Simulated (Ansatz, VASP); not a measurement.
Hg2Pb in VASP and in Ansatz

```
Hg Pb
1.0
     3.50028    0.00000    0.00000
    -1.75014    3.03133    0.00000
     0.00000    0.00000    8.04333
Hg Pb
2 1
Direct
  0.33333 0.66667 0.65637
  0.66667 0.33333 0.34363
  0.00000 0.00000 0.00000
```

Alike in both runs: functional PBE; k mesh 18 × 18 × 6; occupations gaussian, width 0.1 eV; no spin polarisation.

Ansatz relaxed the structure, and its values are those at the end. VASP's run is a single point on that final structure, the one shown.

|  | VASP | Ansatz |
| --- | --- | --- |
| version | VASP 6.6.1 | Ansatz 0.2.0 |
| potentials or method | VASP PAW PBE potentials, release 64 (Hg, Pb_d), cutoff 520 eV | scalar-relativistic, plane waves, PAW |
| valence electrons in the cell | 38 | 54 |

Ansatz gave:

| Property | Result |
| --- | --- |
| gap on the k mesh at the Fermi level (eV) | none |
| pressure (GPa) | 0.0 |
| rms of the force components (eV/Å) | 0.001 |

What did VASP give for the same quantities?

gap on the k mesh at the Fermi level (eV): none; pressure (GPa): 0.1; rms of the force components (eV/Å): 0.007.

A gap of «none» marks a metal or a gap that the smearing closes. VASP's potentials hold 38 valence electrons a cell and Ansatz's 54, so a difference there can come from the potentials and not from the codes.

Spin-orbit coupling is off throughout.
